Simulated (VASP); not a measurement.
A run of VASP 6.6.1 is set up as follows.

INCAR

```
SYSTEM = BN
PREC     = Accurate       ! precision mode
ENCUT    = 520            ! plane-wave cutoff, eV
EDIFF    = 1E-6           ! SCF threshold, eV
ISMEAR   = 0              ! smearing method
SIGMA    = 0.05           ! smearing width, eV
LREAL    = .False.        ! projectors in reciprocal space
LASPH    = .True.         ! aspherical terms in the spheres
NELM     = 60             ! most SCF steps
ALGO     = Normal         ! electronic algorithm
ISIF     = 2              ! what is computed and relaxed
LWAVE    = .False.        ! write WAVECAR
LCHARG   = .False.        ! write CHGCAR
GGA      = PE             ! functional
NBANDS   = 11             ! bands
```

The input KPOINTS:

```
regular mesh
0
Gamma
  12 12 12
  0 0 0
```

POSCAR

```
BN
1.0
    0.0090650050      1.8130010000      1.8130010000
    1.8220660050      0.0000000000      1.8220660050
    1.8130010000      1.8130010000      0.0090650050
B N
1 1
Direct
    0.0000000000      0.0000000000      0.0000000000
    0.7500000000      0.7500000000      0.7500000000
```

Potentials or basis: VASP PAW PBE potentials, release 64 (B, N).

The run is started by

```bash
$ cat potpaw_PBE.64/B/POTCAR potpaw_PBE.64/N/POTCAR > POTCAR
$ mpirun -np 1 vasp_std > vasp.out
```

(1) Estimate the band gap on the k mesh.

(2) Estimate the largest force.

(3) Predict the pressure.

Results:

(1) 4.42 eV, indirect (least direct gap 8.63 eV).

(2) 0.015 eV/Å.

(3) -0.1 GPa.

Caveat: the cell differs from its parent crystal (strain +0.0100 x Voigt [0, 0, 0, 0, 1, 0]).
